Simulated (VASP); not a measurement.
Set up this calculation in VASP 6.6.1, as the native input.

- Task: relaxation of cell and atoms
- Functional: PBE
- Potentials or basis: VASP PAW PBE potentials, release 64 (Zn, Se)
- Cutoff: 600 eV
- k mesh: 11 × 11 × 6
- Occupations: fermi-dirac, width 0.05 eV
- Spin: no spin polarisation
- Target pressure: 15 GPa
- Dipole correction: no
- Further INCAR settings: ALGO = Normal; EDIFF = 1e-06; IBRION = 2; EDIFFG = -0.005; NSW = 60; ISIF = 3

The structure of ZnSe (NiAs type) lies in POSCAR:

```
ZnSe
1.0
    3.6722677918      0.0000000000      0.0000000000
   -1.8361338959      3.1802771972      0.0000000000
    0.0000000000      0.0000000000      5.6920150772
Zn Se
2 2
Direct
    0.0000000000      0.0000000000      0.0000000000
    0.0000000000      0.0000000000      0.5000000000
    0.3333333333      0.6666666667      0.2500000000
    0.6666666667      0.3333333333      0.7500000000
```

One way to write it, as run:

INCAR

```
SYSTEM = ZnSe
ALGO = Normal
EDIFF = 1E-6
EDIFFG = -0.005
ENCUT = 600
GGA = PE
IBRION = 2
ISIF = 3
ISMEAR = -1
LASPH = .TRUE.
LCHARG = .FALSE.
LREAL = .FALSE.
LWAVE = .FALSE.
NELM = 80
NSW = 60
PREC = Accurate
PSTRESS = 150.0
SIGMA = 0.05
```

KPOINTS

```
k-points
0
G
  11 11 6
  0 0 0
```

Potentials or basis: VASP PAW PBE potentials, release 64 (Zn, Se).

Run with:

```bash
$ cat potpaw_PBE.64/Zn/POTCAR potpaw_PBE.64/Se/POTCAR > POTCAR
$ mpirun -np 1 vasp_std > vasp.out
```

Results of the run:

```
Relaxed volume                                             : 16.84 Å³/atom
Relaxed cell                                               : a = 3.624 Å, b = 3.624 Å, c = 5.923 Å, α = 90.00°, β = 90.00°, γ = 120.00°
Space group after relaxing (to 0.1 Å)                      : P6_3/mmc (No. 194)
Energy change on relaxing (the run minimises the enthalpy) : -30.5 meV/atom
Ionic steps                                                : 11
Pressure after relaxing                                    : 15.0 GPa
Band gap on the k mesh                                     : zero (bands 18 and 19 overlap by 0.41 eV)
```

Caveat: the cell is relaxed towards a set pressure, so the run minimises the enthalpy, not the energy; semilocal functionals underestimate gaps, so a narrow gap can read as zero.

Wall time 9.5 min on 1 thread of Intel(R) Xeon(R) Platinum 8259CL CPU @ 2.50GHz (Skylake/Cascade Lake), with other jobs on the host, peak memory 0.28 GiB.
